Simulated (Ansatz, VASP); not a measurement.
## BeS in VASP and in Ansatz

File INCAR:

```
SYSTEM = BeS
PREC = Accurate ; ENCUT = 520
EDIFF = 1E-7 ; ISMEAR = 0
SIGMA = 0.05 ; LREAL = .False.
LASPH = .True. ; NELM = 80
ALGO = Normal ; ISIF = 2
LWAVE = .False. ; LCHARG = .False.
GGA = PS ; NBANDS = 11
```

File KPOINTS:

```
Automatic mesh
0
Gamma
  10 10 10
  0 0 0
```

Contents of POSCAR:

```
BeS
1.0
    0.0000000000      2.4908686852      2.4122299876
    2.4122299876      0.0000000000      2.4122299876
    2.4122299876      2.4908686852      0.0000000000
Be S
1 1
Direct
    0.0000000000      0.0000000000      0.0000000000
    0.7500000000      0.7500000000      0.7500000000
```

Input for Ansatz:

```yaml
crystal:
  lattice:
    - [0.0, 2.4908686852, 2.4122299876]
    - [2.4122299876, 0.0, 2.4122299876]
    - [2.4122299876, 2.4908686852, 0.0]
  atoms:
    - { symbol: Be, position: [0.0, 0.0, 0.0] }
    - { symbol: S, position: [0.75, 0.75, 0.75] }
basis:
  ecutwfc: 520.0
kpoints:
  mp_grid: { grid: [10, 10, 10] }
hamiltonian:
  xc: pbesol
scf:
  occupations: { method: gaussian, width: 0.05 }
output:
  forces: true
  stress: true
  eigenvalues: true
```

Alike in both runs: task single point; functional PBEsol; k mesh 10 × 10 × 10; occupations gaussian, width 0.05 eV; no spin polarisation.

```csv
,VASP,Ansatz
version,VASP 6.6.1,Ansatz 0.2.0
potentials or method,"VASP PAW PBE potentials, release 64 (Be, S), cutoff 520 eV","scalar-relativistic, plane waves, PAW"
valence electrons in the cell,8,8
```

Ansatz gave:

| Property | Result |
| --- | --- |
| gap on the k mesh at the Fermi level (eV) | 2.82 |
| least direct gap on the mesh (eV) | 5.50 |
| pressure (GPa) | -2.2 |
| traceless stress, the component that is largest in VASP (GPa) | -2.12 |

**Question.** Which values does VASP return?

**Answer.** gap on the k mesh at the Fermi level (eV): 2.83; least direct gap on the mesh (eV): 5.51; pressure (GPa): -2.1; traceless stress, the component that is largest in VASP (GPa): -2.11.

VASP's potentials were made for PBE, not for PBEsol.
